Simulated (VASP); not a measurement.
# CdO5 (F-43m) in VASP: a series of runs

CdO5 is run at these levels: PBE; tasks: single point.

Everything below comes from runs of VASP 6.6.1. Logs are shortened: lines on timing, memory, paths and dates and some standing lists are left out, and cuts for length are marked.

**1. The cell of the first run**

The structure is cubic, space group F-43m (No. 216). Conventional cell: a = 6.528 Å, b = 6.528 Å, c = 6.528 Å, α = 90.00°, β = 90.00°, γ = 90.00°. Within 3.6 Å of Cd (site symmetry -43m) lie 16 O at 2.71 to 2.83 Å. O (site symmetry -43m) has 12 O at 2.71 Å and 4 Cd at 2.83 Å within 3.6 Å. Within 3.1 Å of O (site symmetry 3m) lie 9 O at 2.31 to 2.71 Å and 3 Cd at 2.71 Å.

The cell was built from a structure type or drawn by symmetry, and may not be a known phase.

**2. Single point, PBE**

The input, INCAR:

```
SYSTEM = CdO5
PREC = Accurate
ENCUT = 520
EDIFF = 1E-7
ISMEAR = 0
SIGMA = 0.1
LREAL = .False.
LASPH = .True.
NELM = 80
ALGO = Normal
ISIF = 2
LWAVE = .False.
LCHARG = .True.
GGA = PE
LELF = .True.
LVHAR = .True.
NBANDS = 30
```

The input, KPOINTS:

```
Automatic mesh
0
Gamma
  4 4 4
  0 0 0
```

The input, POSCAR:

```
CdO5
1.0
    0.0000000000      3.2639355000      3.2639355000
    3.2639355000      0.0000000000      3.2639355000
    3.2639355000      3.2639355000      0.0000000000
Cd O
1 5
Direct
    0.0000000000      0.0000000000      0.0000000000
    0.2500000000      0.2500000000      0.2500000000
    0.1250000000      0.6250000000      0.6250000000
    0.6250000000      0.6250000000      0.6250000000
    0.6250000000      0.1250000000      0.6250000000
    0.6250000000      0.6250000000      0.1250000000
```

Potentials or basis: VASP PAW PBE potentials, release 64 (Cd, O).

The run is started by

```sh
$ cat potpaw_PBE.64/Cd/POTCAR potpaw_PBE.64/O/POTCAR > POTCAR
$ mpirun -np 1 vasp_std > vasp.out
```

OUTCAR:

```text
SYSTEM = CdO5
   PREC = Accurate
   ENCUT = 520
   EDIFF = 1E-7
   ISMEAR = 0
   LREAL = .False.
   LASPH = .True.
   NELM = 80
   ISIF = 2
   GGA = PE

 ion  position               nearest neighbor table
   1  0.000  0.000  0.000-   3 2.71   5 2.71   6 2.71   3 2.71   4 2.71   6 2.71   3 2.71   4 2.71
                             5 2.71   4 2.71   5 2.71   6 2.71   2 2.83   2 2.83   2 2.83   2 2.83
   2  0.250  0.250  0.250-   1 2.83   1 2.83   1 2.83   1 2.83
   3  0.125  0.625  0.625-   1 2.71   1 2.71   1 2.71
   4  0.625  0.625  0.625-   1 2.71   1 2.71   1 2.71
   5  0.625  0.125  0.625-   1 2.71   1 2.71   1 2.71
   6  0.625  0.625  0.125-   1 2.71   1 2.71   1 2.71

  LATTYP: Found a face centered cubic cell.
 ALAT       =     6.5278710000

  Lattice vectors:

 A1 = (   0.0000000000,   3.2639355000,   3.2639355000)
 A2 = (   3.2639355000,   0.0000000000,   3.2639355000)
 A3 = (   3.2639355000,   3.2639355000,   0.0000000000)

Analysis of symmetry for initial positions (statically):
=====================================================================
 Subroutine PRICEL returns:
 Original cell was already a primitive cell.

 Routine SETGRP: Setting up the symmetry group for a
 face centered cubic supercell.

 Subroutine GETGRP returns: Found 24 space group operations
 (whereof 24 operations were pure point group operations)
 out of a pool of 48 trial point group operations.

The static configuration has the point symmetry T_d .

Analysis of symmetry for dynamics (positions and initial velocities):
=====================================================================
 Subroutine PRICEL returns:
 Original cell was already a primitive cell.

 Routine SETGRP: Setting up the symmetry group for a
 face centered cubic supercell.

 Subroutine GETGRP returns: Found 24 space group operations
 (whereof 24 operations were pure point group operations)
 out of a pool of 48 trial point group operations.

The dynamic configuration has the point symmetry T_d .

 Subroutine INISYM returns: Found 24 space group operations
 (whereof 24 operations are pure point group operations),
 and found     1 'primitive' translations

----------------------------------------------------------------------------------------

                                     Primitive cell

  volume of cell :      69.5432

  direct lattice vectors                    reciprocal lattice vectors
     0.000000000  3.263935500  3.263935500    -0.153189302  0.153189302  0.153189302
     3.263935500  0.000000000  3.263935500     0.153189302 -0.153189302  0.153189302
     3.263935500  3.263935500  0.000000000     0.153189302  0.153189302 -0.153189302

  length of vectors
     4.615901851  4.615901851  4.615901851     0.265331654  0.265331654  0.265331654

  position of ions in fractional coordinates (direct lattice)
     0.000000000  0.000000000  0.000000000
     0.250000000  0.250000000  0.250000000
     0.125000000  0.625000000  0.625000000
     0.625000000  0.625000000  0.625000000
     0.625000000  0.125000000  0.625000000
     0.625000000  0.625000000  0.125000000

  ion indices of the primitive-cell ions
   primitive index   ion index
                 1           1
                 2           2
                 3           3
                 4           4
                 5           5
                 6           6

----------------------------------------------------------------------------------------

 KPOINTS: Automatic mesh

Automatic generation of k-mesh.
 Grid dimensions read from file:
 generate k-points for:    4    4    4

 Generating k-lattice:

  Cartesian coordinates                     Fractional coordinates (reciprocal lattice)
    -0.038297325  0.038297325  0.038297325     0.250000000  0.000000000  0.000000000
     0.038297325 -0.038297325  0.038297325     0.000000000  0.250000000  0.000000000
     0.038297325  0.038297325 -0.038297325     0.000000000  0.000000000  0.250000000

  Length of vectors
     0.066332913  0.066332913  0.066332913

  Shift w.r.t. Gamma in fractional coordinates (k-lattice)
     0.000000000  0.000000000  0.000000000

 Subroutine IBZKPT returns following result:
 ===========================================

 Found      8 irreducible k-points:

 Following reciprocal coordinates:
            Coordinates               Weight
  0.000000  0.000000  0.000000      1.000000
  0.250000  0.000000  0.000000      8.000000
  0.500000  0.000000  0.000000      4.000000
  0.250000  0.250000  0.000000      6.000000
  0.500000  0.250000  0.000000     24.000000
 -0.250000  0.250000  0.000000     12.000000
  0.500000  0.500000  0.000000      3.000000
 -0.250000  0.500000  0.250000      6.000000
   k-points           NKPTS =      8   k-points in BZ     NKDIM =      8   number of bands    NBANDS=     30
   number of dos      NEDOS =    301   number of ions     NIONS =      6
   total plane-waves  NPLWV =  46656
   dimension x,y,z NGX =    36 NGY =   36 NGZ =   36
   dimension x,y,z NGXF=    72 NGYF=   72 NGZF=   72
   ions per type =               1   5
   NGX,Y,Z   is equivalent  to a cutoff of  12.97, 12.97, 12.97 a.u.
   NGXF,Y,Z  is equivalent  to a cutoff of  25.93, 25.93, 25.93 a.u.
 SYSTEM =  CdO5
   PREC   = accura    normal or accurate (medium, high low for compatibility)
   ISTART =      0    job   : 0-new  1-cont  2-samecut
   ICHARG =      2    charge: 1-file 2-atom 10-const
   ISPIN  =      1    spin polarized calculation?
   LNONCOLLINEAR =      F non collinear calculations
   LSORBIT =      F    spin-orbit coupling
   LASPH  =      T    aspherical Exc in radial PAW
   ENCUT  =  520.0 eV  38.22 Ry    6.18 a.u.   8.58  8.58  8.58*2*pi/ulx,y,z
   NELM   =     80;   NELMIN=  2; NELMDL= -5     # of ELM steps
   EDIFF  = 0.1E-06   stopping-criterion for ELM
   LREAL  =      F    real-space projection
   EDIFFG = 0.1E-05   stopping-criterion for IOM
   NSW    =      0    number of steps for IOM
   IBRION =     -1    ionic relax: 0-MD 1-quasi-New 2-CG
   NFREE  =      0    steps in history (QN), initial steepest desc. (CG)
   ISIF   =      2    stress and relaxation
   ISYM   =      2    0-nonsym 1-usesym 2-fastsym
   POTIM  = 0.5000    time-step for ionic-motion
   TEBEG  =    0.0;   TEEND  =   0.0 temperature during run
   PSTRESS=    0.0 pullay stress
   NELECT =      42.0000    total number of electrons
   NUPDOWN=      -1.0000    fix difference up-down
   EMIN   =  10.00;   EMAX   =-10.00  energy-range for DOS
   EFERMI =   0.00;   METHOD = LEGACY
   ISMEAR =     0;   SIGMA  =   0.10  broadening in eV -4-tet -1-fermi 0-gaus
   EFERMI_NEDOS =   21; number of points for ismear=-14 and -15
   IALGO  =     38    algorithm
   IMIX   =      4    mixing-type and parameters
     AMIX     =   0.40;   BMIX     =  1.00
     AMIX_MAG =   1.60;   BMIX_MAG =  1.00
  volume/ion in A,a.u.               =      11.59        78.22
  Fermi-wavevector in a.u.,A,eV,Ry     =   1.383799  2.615001 26.053794  1.914900
  Thomas-Fermi vector in A             =   2.508363
   LORBIT       =      0    0 simple, 1 ext, 2 COOP (PROOUT), +10 PAW based schemes
   GGA     = PE    functional components
   LHFCALC =     F    Hartree Fock is set to
   AEXX    =    0.0000 exact exchange contribution
   IVDW    =     0    specifies the selected vdW correction
   LEPSILON=     F    determine dielectric tensor
   LRPA    =     F    only Hartree local field effects (RPA)
 non-spin polarized calculation
 Gauss-broadening in eV      SIGMA  =   0.10
  energy-cutoff  :      520.00
  volume of cell :       69.54
 maximum number of plane-waves:      1893
 NGX is ok and might be reduce to    36
   NGX = 17   NGY = 17   NGZ = 17

 number of electron      41.9999983 magnetization

 Free energy of the ion-electron system (eV)
  ---------------------------------------------------
  ext. energy  EPLUGINS =         0.00000000
  ---------------------------------------------------
  free energy    TOTEN  =       -16.37028775 eV

  energy without entropy =      -16.26257608  energy(sigma->0) =      -16.31643192

 E-fermi :   0.1953     XC(G=0): -10.8879

 val. band max:        0.1950124631   @ k =  -0.2500   0.2500   0.0000
 cond. band min:       0.2016482609   @ k =   0.5000   0.2500   0.0000
 fundamental gap:      0.0066357978
 Fermi energy:         0.1953353735

 k-point     1 :       0.0000    0.0000    0.0000
  band No.  band energies     occupation
      1     -18.5172      2.00000
      2     -15.6208      2.00000
      3     -15.6208      2.00000
      4     -15.6208      2.00000
      5     -15.2335      2.00000
      6      -6.5211      2.00000
[... 22 lines left out ...]
     29      10.1059      0.00000
     30      18.5688      0.00000

 k-point     2 :       0.2500    0.0000    0.0000
  band No.  band energies     occupation
      1     -18.2429      2.00000
      2     -16.0671      2.00000
      3     -15.6408      2.00000
      4     -15.6408      2.00000
      5     -15.2558      2.00000
      6      -6.5411      2.00000
[... 22 lines left out ...]
     29      10.4627      0.00000
     30      17.1593      0.00000

 k-point     3 :       0.5000    0.0000    0.0000
  band No.  band energies     occupation
      1     -17.8035      2.00000
      2     -16.6728      2.00000
      3     -15.6605      2.00000
      4     -15.6605      2.00000
      5     -15.2689      2.00000
      6      -6.3968      2.00000
[... 22 lines left out ...]
     29      10.8635      0.00000
     30      15.8906      0.00000

 k-point     4 :       0.2500    0.2500    0.0000
  band No.  band energies     occupation
      1     -18.1441      2.00000
      2     -16.1470      2.00000
      3     -15.6576      2.00000
      4     -15.6576      2.00000
      5     -15.3196      2.00000
      6      -6.5244      2.00000
[... 22 lines left out ...]
     29      10.3612      0.00000
     30      16.8313      0.00000

 k-point     5 :       0.5000    0.2500    0.0000
  band No.  band energies     occupation
      1     -17.6501      2.00000
      2     -16.7305      2.00000
      3     -15.8178      2.00000
      4     -15.6769      2.00000
      5     -15.2679      2.00000
      6      -6.4077      2.00000
[... 22 lines left out ...]
     29      10.8035      0.00000
     30      16.3811      0.00000

 k-point     6 :      -0.2500    0.2500    0.0000
  band No.  band energies     occupation
      1     -17.8488      2.00000
      2     -16.5065      2.00000
      3     -15.8275      2.00000
      4     -15.6601      2.00000
      5     -15.2266      2.00000
      6      -6.5028      2.00000
[... 22 lines left out ...]
     29      10.9214      0.00000
     30      16.6490      0.00000

 k-point     7 :       0.5000    0.5000    0.0000
  band No.  band energies     occupation
      1     -17.2564      2.00000
      2     -17.1453      2.00000
      3     -15.6931      2.00000
      4     -15.6931      2.00000
      5     -15.4301      2.00000
      6      -6.4030      2.00000
[... 22 lines left out ...]
     29      10.7745      0.00000
     30      16.2364      0.00000

 k-point     8 :      -0.2500    0.5000    0.2500
  band No.  band energies     occupation
      1     -17.2264      2.00000
      2     -17.1343      2.00000
      3     -15.9019      2.00000
      4     -15.7106      2.00000
      5     -15.2425      2.00000
      6      -6.3530      2.00000
[... 22 lines left out ...]
     29      10.9062      0.00000
     30      16.5474      0.00000

------------------------ aborting loop because EDIFF is reached ----------------------------------------

  FORCE on cell =-STRESS in cart. coord.  units (eV):
  Direction    XX          YY          ZZ          XY          YZ          ZX
  --------------------------------------------------------------------------------------
  -------------------------------------------------------------------------------------
  Total       -5.8117201     -5.8117201     -5.8117201     -0.0000000      0.0000000      0.0000000
  in kB     -133.8938325   -133.8938325   -133.8938325     -0.0000000      0.0000000      0.0000000
  external PRESSURE =    -133.8938325 kB  Pullay stress =       0.0000000 kB

 VOLUME and BASIS-vectors are now :
 -----------------------------------------------------------------------------
  energy-cutoff  :      520.00
  volume of cell :       69.54
      direct lattice vectors                 reciprocal lattice vectors
     0.000000000  3.263935500  3.263935500    -0.153189302  0.153189302  0.153189302
     3.263935500  0.000000000  3.263935500     0.153189302 -0.153189302  0.153189302
     3.263935500  3.263935500  0.000000000     0.153189302  0.153189302 -0.153189302

 POSITION                                       TOTAL-FORCE (eV/Angst)
 -----------------------------------------------------------------------------------
      0.00000      0.00000      0.00000        -0.000000     -0.000000     -0.000000
      1.63197      1.63197      1.63197        -0.000000     -0.000000     -0.000000
      4.07992      2.44795      2.44795        -0.053070      0.053070      0.053070
      4.07992      4.07992      4.07992        -0.053070     -0.053070     -0.053070
      2.44795      4.07992      2.44795         0.053070     -0.053070      0.053070
      2.44795      2.44795      4.07992         0.053070      0.053070     -0.053070
 -----------------------------------------------------------------------------------
    total drift:                                0.000000      0.000000     -0.000000

  FREE ENERGIE OF THE ION-ELECTRON SYSTEM (eV)
  ---------------------------------------------------
  free  energy   TOTEN  =       -16.3702877517 eV

  energy  without entropy=      -16.2625760832  energy(sigma->0) =      -16.31643192
```

Run time: 34 s. Hardware: 1 thread of Intel Xeon Platinum 8375C at 2.90GHz (Ice Lake), shared host; peak memory 0.2 GiB.

What came out:

- Free energy: -16.3703 eV
- Pressure: -13.4 GPa
- Band gap on the k mesh: zero (bands 21 and 22 overlap by 0.42 eV)

Caveat: the k points lie up to 0.42 Å⁻¹ apart; semilocal functionals underestimate gaps, so a narrow gap can read as zero.

**3. Single point, PBE, collinear spin, ferromagnetic start**

This run uses another cell than the first one, of 10.26 Å³/atom.

The input, INCAR:

```
PREC = Accurate
ENCUT = 520
EDIFF = 1E-6
ISMEAR = 0
SIGMA = 0.1
LREAL = False
LASPH = True
NELM = 150
ALGO = Normal
ISIF = 2
LWAVE = False
LCHARG = False
ISPIN = 2
MAGMOM = 0 1 1 1 1 1
LORBIT = 11
GGA = PE
NBANDS = 34
```

The input, KPOINTS:

```
regular mesh
0
Gamma
  4 4 4
```

The input, POSCAR:

```
CdO5
1.0
    0.0000000000      3.1343449241      3.1343449241
    3.1343449241      0.0000000000      3.1343449241
    3.1343449241      3.1343449241      0.0000000000
Cd O
1 5
Direct
    0.0000000000      0.0000000000      0.0000000000
    0.2500000000      0.2500000000      0.2500000000
    0.1302000015      0.6232666662      0.6232666662
    0.6232666662      0.6232666662      0.6232666662
    0.6232666662      0.1302000015      0.6232666662
    0.6232666662      0.6232666662      0.1302000015
```

Potentials or basis: VASP PAW PBE potentials, release 64 (Cd, O).

The run is started by

```sh
$ cat potpaw_PBE.64/Cd/POTCAR potpaw_PBE.64/O/POTCAR > POTCAR
$ mpirun -np 1 vasp_std > vasp.out
```

Wall time 57 s (1 thread of Intel Xeon Platinum 8375C at 2.90GHz (Ice Lake), shared host); peak memory 0.24 GiB.

It converged, with:

- Free energy: -17.9108 eV
- Pressure: -0.1 GPa
- Largest force: 0.026 eV/Å
- Net moment: 4.85 μB per cell
- Site moments: Cd -0.03; O +1.28, +0.75 (each value once) μB
- Valence electrons inside the program's atomic spheres: Cd 10.04; O 4.66, 4.65 (each value once)

Forces on the atoms (eV/Å):
```
Cd   0.000  0.000  0.000
O    0.000  0.000  0.000
O   -0.015  0.015  0.015
O   -0.015 -0.015 -0.015
O    0.015 -0.015  0.015
O    0.015  0.015 -0.015
```

Levels at points of the mesh, in eV from the Fermi level:
Spin up:
```tsv
k point	band 19	band 20	band 21	band 22	band 23	band 24	band 25	band 26	band 27	band 28
(0.00, 0.00, 0.00)	-2.51	-0.46	-0.46	-0.46	0.59	0.59	0.59	2.43	10.09	10.09
(0.50, 0.00, 0.00)	-2.25	-2.21	-1.47	-1.47	-0.44	0.49	0.49	4.16	9.51	11.03
(0.50, 0.50, 0.00)	-2.14	-1.93	-1.88	-1.48	-1.48	0.29	0.29	4.73	9.94	10.94
```
Spin down:
```tsv
k point	band 15	band 16	band 17	band 18	band 19	band 20	band 21	band 22	band 23	band 24
(0.00, 0.00, 0.00)	-1.80	-1.80	-0.31	-0.31	-0.31	1.30	1.30	1.30	1.97	1.97
(0.50, 0.00, 0.00)	-1.41	-1.41	-1.09	-0.77	-0.77	-0.43	0.69	0.69	1.32	1.95
(0.50, 0.50, 0.00)	-2.44	-1.38	-0.77	-0.77	-0.64	-0.42	0.32	0.74	0.74	1.77
```

Caveat: the k points lie up to 0.43 Å⁻¹ apart.
